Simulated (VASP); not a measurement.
Fe, 1 atom in the cell. Symmetry: Im-3m, No. 229, cubic system. The conventional cell has a = 2.943 Å, b = 2.943 Å, c = 2.943 Å, α = 90.00°, β = 90.00°, γ = 90.00°. Fe (site symmetry m-3m) has 14 Fe at 2.55 to 2.94 Å within 3.4 Å. 

```yaml
Program: VASP 6.6.1
Task: single point
Functional: b88 exchange, pbe correlation
Potentials_or_basis: VASP PAW PBE potentials, release 64 (Fe_sv)
Cutoff: 690 eV
k_mesh: 13 × 13 × 13
Occupations: fermi-dirac, width 0.05 eV
Spin: collinear spin, ferromagnetic start
Starting_moments: "[3.0] μB"
Dipole_correction: no
Further_INCAR_settings: ALGO = Normal; EDIFF = 1e-06; NBANDS = 18
```

Potentials or basis: VASP PAW PBE potentials, release 64 (Fe_sv).

Run with:

```console
$ cat potpaw_PBE.64/Fe_sv/POTCAR > POTCAR
$ mpirun -np 1 vasp_std > vasp.out
```

Hardware: 1 thread of Intel(R) Xeon(R) 6975P-C (Granite Rapids), with other jobs on the host.

**Question.** Estimate the wall time of this run.

**Answer.** It took 48 s on 1 thread of Intel(R) Xeon(R) 6975P-C (Granite Rapids), with other jobs on the host, peak memory 0.17 GiB. Counts: scf iterations 13, k points 84.
